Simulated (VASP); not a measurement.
# Nb in VASP: notebook

Nb is run at these levels: r2SCAN; tasks: single point.

Everything below comes from runs of VASP 6.6.1. Logs are shortened: lines on timing, memory, paths and dates and some standing lists are left out, and cuts for length are marked.

**1. The cell of the first run**

Symmetry: Fm-3m, No. 225, cubic system. The conventional cell has a = 4.103 Å, b = 4.103 Å, c = 4.103 Å, α = 90.00°, β = 90.00°, γ = 90.00°. Within 3.8 Å of Nb (site symmetry m-3m) lie 12 Nb at 2.90 Å.

**2. Single point, r2SCAN (strain -0.030 along x and y, -0.030 along z)**

File POSCAR:

```
Nb
1.0
    0.0000000000      2.0515500000      2.0515500000
    2.0515500000      0.0000000000      2.0515500000
    2.0515500000      2.0515500000      0.0000000000
Nb
1
Direct
    0.0000000000      0.0000000000      0.0000000000
```

File INCAR.step1:

```
SYSTEM = Nb
PREC = Accurate
ENCUT = 520
ISMEAR = 0
SIGMA = 0.15
LREAL = .FALSE.
LASPH = .TRUE.
NELM = 60
NBANDS = 12
GGA = PE
ALGO = Normal
EDIFF = 1E-4
LWAVE = .TRUE.
LCHARG = .FALSE.
```

File INCAR.step2:

```
SYSTEM = Nb
PREC = Accurate
ENCUT = 520
EDIFF = 1E-6
ISMEAR = 0
SIGMA = 0.15
LREAL = .FALSE.
LASPH = .TRUE.
NELM = 60
ALGO = Normal
ISIF = 2
LWAVE = .FALSE.
LCHARG = .FALSE.
METAGGA = R2SCAN
LMIXTAU = .TRUE.
NBANDS = 12
ISTART = 1
```

File KPOINTS:

```
Automatic mesh
0
G
  20 20 20
  0 0 0
```

Potentials or basis: VASP PAW PBE potentials, release 64 (Nb_sv).

Run with:

```sh
$ cat potpaw_PBE.64/Nb_sv/POTCAR > POTCAR
$ cp INCAR.step1 INCAR
$ mpirun -np 1 vasp_std > vasp.out
$ cp INCAR.step2 INCAR
$ mpirun -np 1 vasp_std > vasp.out
```

OUTCAR:

```text
SYSTEM = Nb
   PREC = Accurate
   ENCUT = 520
   EDIFF = 1E-6
   ISMEAR = 0
   LREAL = .FALSE.
   LASPH = .TRUE.
   NELM = 60
   ISIF = 2
   METAGGA = R2SCAN
   ISTART = 1

 ion  position               nearest neighbor table
   1  0.000  0.000  0.000-

  LATTYP: Found a face centered cubic cell.
 ALAT       =     4.1031000000

  Lattice vectors:

 A1 = (   0.0000000000,   2.0515500000,   2.0515500000)
 A2 = (   2.0515500000,   0.0000000000,   2.0515500000)
 A3 = (   2.0515500000,   2.0515500000,   0.0000000000)

Analysis of symmetry for initial positions (statically):
=====================================================================
 Subroutine PRICEL returns:
 Original cell was already a primitive cell.

 Routine SETGRP: Setting up the symmetry group for a
 face centered cubic supercell.

 Subroutine GETGRP returns: Found 48 space group operations
 (whereof 48 operations were pure point group operations)
 out of a pool of 48 trial point group operations.

The static configuration has the point symmetry O_h .

Analysis of symmetry for dynamics (positions and initial velocities):
=====================================================================
 Subroutine PRICEL returns:
 Original cell was already a primitive cell.

 Routine SETGRP: Setting up the symmetry group for a
 face centered cubic supercell.

 Subroutine GETGRP returns: Found 48 space group operations
 (whereof 48 operations were pure point group operations)
 out of a pool of 48 trial point group operations.

The dynamic configuration has the point symmetry O_h .

 Subroutine INISYM returns: Found 48 space group operations
 (whereof 48 operations are pure point group operations),
 and found     1 'primitive' translations

----------------------------------------------------------------------------------------

                                     Primitive cell

  volume of cell :      17.2694

  direct lattice vectors                    reciprocal lattice vectors
     0.000000000  2.051550000  2.051550000    -0.243718164  0.243718164  0.243718164
     2.051550000  0.000000000  2.051550000     0.243718164 -0.243718164  0.243718164
     2.051550000  2.051550000  0.000000000     0.243718164  0.243718164 -0.243718164

  length of vectors
     2.901329834  2.901329834  2.901329834     0.422132243  0.422132243  0.422132243

  position of ions in fractional coordinates (direct lattice)
     0.000000000  0.000000000  0.000000000

  ion indices of the primitive-cell ions
   primitive index   ion index
                 1           1

----------------------------------------------------------------------------------------

[... 82 lines left out ...]
   EMIN   =  10.00;   EMAX   =-10.00  energy-range for DOS
   EFERMI =   0.00;   METHOD = LEGACY
   ISMEAR =     0;   SIGMA  =   0.15  broadening in eV -4-tet -1-fermi 0-gaus
   EFERMI_NEDOS =   21; number of points for ismear=-14 and -15
   IALGO  =     38    algorithm
   IMIX   =      4    mixing-type and parameters
     AMIX     =   0.40;   BMIX     =  1.00
     AMIX_MAG =   1.60;   BMIX_MAG =  1.00
  volume/ion in A,a.u.               =      17.27       116.54
  Fermi-wavevector in a.u.,A,eV,Ry     =   1.489237  2.814250 30.175370  2.217827
  Thomas-Fermi vector in A             =   2.602171
   LORBIT       =      0    0 simple, 1 ext, 2 COOP (PROOUT), +10 PAW based schemes
   METAGGA = R2SCAN    functional components
   LHFCALC =     F    Hartree Fock is set to
   AEXX    =    0.0000 exact exchange contribution
   IVDW    =     0    specifies the selected vdW correction
   LEPSILON=     F    determine dielectric tensor
   LRPA    =     F    only Hartree local field effects (RPA)
 non-spin polarized calculation
 Gauss-broadening in eV      SIGMA  =   0.15
  energy-cutoff  :      520.00
  volume of cell :       17.27
 maximum number of plane-waves:       483
 NGX is ok and might be reduce to    24
   NGX = 11   NGY = 11   NGZ = 11

 number of electron      12.9999999 magnetization

 Free energy of the ion-electron system (eV)
  ---------------------------------------------------
  ext. energy  EPLUGINS =         0.00000000
  ---------------------------------------------------
  free energy    TOTEN  =       -24.45690504 eV

  energy without entropy =      -24.44232104  energy(sigma->0) =      -24.44961304

 E-fermi :  12.1784     XC(G=0): -13.8632

 val. band max:       12.1736030629   @ k =   0.5000   0.2500   0.0000
 cond. band min:      12.1800339416   @ k =  -0.3500   0.0500   0.0000
 fundamental gap:      0.0064308787
 Fermi energy:        12.1784215023

 k-point     1 :       0.0000    0.0000    0.0000
  band No.  band energies     occupation
      1     -44.3779      2.00000
      2     -18.8265      2.00000
      3     -18.8264      2.00000
      4     -18.8264      2.00000
      5       5.3916      2.00000
      6      12.2412      0.55385
      7      12.2412      0.55385
      8      12.2412      0.55385
      9      15.3817      0.00000
     10      15.3817      0.00000
     11      24.4742      0.00000
     12      30.1068      0.00000
[... 331 lines left out ...]
 k-point    24 :      -0.3500    0.0500    0.0000
  band No.  band energies     occupation
      1     -44.1279      2.00000
      2     -20.2072      2.00000
      3     -19.0456      2.00000
      4     -18.9895      2.00000
      5       7.9428      2.00000
      6      12.1800      0.98787
      7      12.3633      0.08140
      8      12.3673      0.07490
      9      16.2923      0.00000
     10      17.1574      0.00000
     11      24.1503      0.00000
     12      27.3772      0.00000

 [... further k-points ...]

------------------------ aborting loop because EDIFF is reached ----------------------------------------

  FORCE on cell =-STRESS in cart. coord.  units (eV):
  Direction    XX          YY          ZZ          XY          YZ          ZX
  --------------------------------------------------------------------------------------
  -------------------------------------------------------------------------------------
  Total        1.6231825      1.6231825      1.6231825      0.0000000      0.0000000      0.0000000
  in kB      150.5919053    150.5919053    150.5919053      0.0000000      0.0000000      0.0000000
  external PRESSURE =     150.5919053 kB  Pullay stress =       0.0000000 kB

 VOLUME and BASIS-vectors are now :
 -----------------------------------------------------------------------------
  energy-cutoff  :      520.00
  volume of cell :       17.27
      direct lattice vectors                 reciprocal lattice vectors
     0.000000000  2.051550000  2.051550000    -0.243718164  0.243718164  0.243718164
     2.051550000  0.000000000  2.051550000     0.243718164 -0.243718164  0.243718164
     2.051550000  2.051550000  0.000000000     0.243718164  0.243718164 -0.243718164

 POSITION                                       TOTAL-FORCE (eV/Angst)
 -----------------------------------------------------------------------------------
      0.00000      0.00000      0.00000        -0.000000      0.000000     -0.000000
 -----------------------------------------------------------------------------------
    total drift:                                0.000000      0.000000     -0.000000

  FREE ENERGIE OF THE ION-ELECTRON SYSTEM (eV)
  ---------------------------------------------------
  free  energy   TOTEN  =       -24.4569050401 eV

  energy  without entropy=      -24.4423210421  energy(sigma->0) =      -24.44961304
```

OUTCAR.step1:

```text
SYSTEM = Nb
   PREC = Accurate
   ENCUT = 520
   ISMEAR = 0
   LREAL = .FALSE.
   LASPH = .TRUE.
   NELM = 60
[... 577 lines left out ...]
 -----------------------------------------------------------------------------------
      0.00000      0.00000      0.00000         0.000000     -0.000000      0.000000
 -----------------------------------------------------------------------------------
    total drift:                                0.000000      0.000000      0.000000

  FREE ENERGIE OF THE ION-ELECTRON SYSTEM (eV)
  ---------------------------------------------------
  free  energy   TOTEN  =        -9.8352682960 eV

  energy  without entropy=       -9.8192257800  energy(sigma->0) =       -9.82724704
```

OSZICAR.step1:

```text
N       E                     dE             d eps       ncg     rms          rms(c)
DAV:   1     0.116363868977E+03    0.11636E+03   -0.73441E+03  6184   0.109E+03
DAV:   2    -0.555094097447E+01   -0.12191E+03   -0.11751E+03  6576   0.390E+02
DAV:   3    -0.993804313545E+01   -0.43871E+01   -0.42026E+01  8928   0.647E+01
DAV:   4    -0.102056844194E+02   -0.26764E+00   -0.26571E+00  8460   0.145E+01
DAV:   5    -0.102167894095E+02   -0.11105E-01   -0.11101E-01  9028   0.240E+00    0.743E+00
DAV:   6    -0.986920071086E+01    0.34759E+00   -0.55594E-01  9764   0.958E+00    0.271E+00
DAV:   7    -0.982929612728E+01    0.39905E-01   -0.18689E-01 10056   0.555E+00    0.995E-01
DAV:   8    -0.983520810650E+01   -0.59120E-02   -0.13885E-02  7408   0.159E+00    0.343E-02
DAV:   9    -0.983526829599E+01   -0.60189E-04   -0.97131E-04  9928   0.284E-01
   1 F= -.98352683E+01 E0= -.98272470E+01  d E =-.160425E-01
```

It took 62 s on 1 thread of Intel Xeon Platinum 8481C at 2.70GHz (Sapphire Rapids), shared host; peak memory 0.18 GiB.

Results:

```
Free energy : -24.4569 eV
Pressure    : 15.1 GPa
```

Levels at points of the mesh, in eV from the Fermi level:
```
           k point  band 4  band 5  band 6  band 7  band 8  band 9
(0.00, 0.00, 0.00)  -31.00   -6.79    0.06    0.06    0.06    3.20
(0.50, 0.00, 0.00)  -31.21   -4.40   -0.12   -0.12    1.61    5.41
(0.50, 0.50, 0.00)  -31.58   -4.76   -3.99    4.21    5.46    6.02
```

Caveat: the cell differs from its parent crystal (strain -0.030 along x and y, -0.030 along z); the PAW data sets were made with another functional, which shifts forces and pressure a little.

**3. Single point, r2SCAN (strain +0.030 along x and y, +0.000 along z)**

File POSCAR:

```
Nb
1.0
    0.0000000000      2.1784500000      2.1150000000
    2.1784500000      0.0000000000      2.1150000000
    2.1784500000      2.1784500000      0.0000000000
Nb
1
Direct
    0.0000000000      0.0000000000      0.0000000000
```

File INCAR.step1:

```
ALGO = Normal
EDIFF = 1E-4
ENCUT = 520
GGA = PE
ISMEAR = 0
LASPH = True
LCHARG = False
LREAL = False
LWAVE = True
NBANDS = 12
NELM = 100
PREC = Accurate
SIGMA = 0.15
```

File INCAR.step2:

```
ALGO = Normal
EDIFF = 1E-6
ENCUT = 520
ISIF = 2
ISMEAR = 0
ISTART = 1
LASPH = True
LCHARG = False
LMIXTAU = True
LREAL = False
LWAVE = False
METAGGA = R2SCAN
NBANDS = 12
NELM = 100
PREC = Accurate
SIGMA = 0.15
```

File KPOINTS:

```
k-points
0
Gamma
  20 20 20
```

Potentials or basis: VASP PAW PBE potentials, release 64 (Nb_sv).

Run with:

```sh
$ cat potpaw_PBE.64/Nb_sv/POTCAR > POTCAR
$ cp INCAR.step1 INCAR
$ mpirun -np 1 vasp_std > vasp.out
$ cp INCAR.step2 INCAR
$ mpirun -np 1 vasp_std > vasp.out
```

Run time: 7.9 min. Hardware: 1 thread of Intel Xeon 8259CL, shared host; peak memory 0.27 GiB.

It converged, with:

- Free energy: -24.4779 eV
- Pressure: -10.9 GPa

Stress tensor (GPa, compression positive):
```
 -8.80   0.00   0.00
  0.00  -8.80   0.00
  0.00   0.00 -15.04
```

Levels at points of the mesh, in eV from the Fermi level:
| k point | band 2 | band 3 | band 4 | band 5 | band 6 | band 7 | band 8 | band 9 | band 10 | band 11 |
| --- | --- | --- | --- | --- | --- | --- | --- | --- | --- | --- |
| (0.00, 0.00, 0.00) | -31.47 | -31.47 | -31.46 | -6.43 | 0.07 | 0.07 | 0.43 | 2.53 | 2.99 | 12.19 |
| (0.50, 0.00, 0.00) | -32.49 | -31.62 | -31.58 | -3.79 | -0.12 | 0.28 | 1.03 | 4.43 | 4.61 | 10.10 |
| (0.50, 0.50, 0.00) | -32.42 | -31.86 | -31.86 | -3.85 | -3.21 | 3.61 | 4.55 | 4.98 | 4.98 | 11.02 |
| (0.50, 0.00, 0.50) | -32.42 | -31.84 | -31.78 | -3.86 | -3.17 | 3.07 | 4.58 | 4.84 | 5.12 | 11.27 |

Caveat: the cell differs from its parent crystal (strain +0.030 along x and y, +0.000 along z); the PAW data sets were made with another functional, which shifts forces and pressure a little.
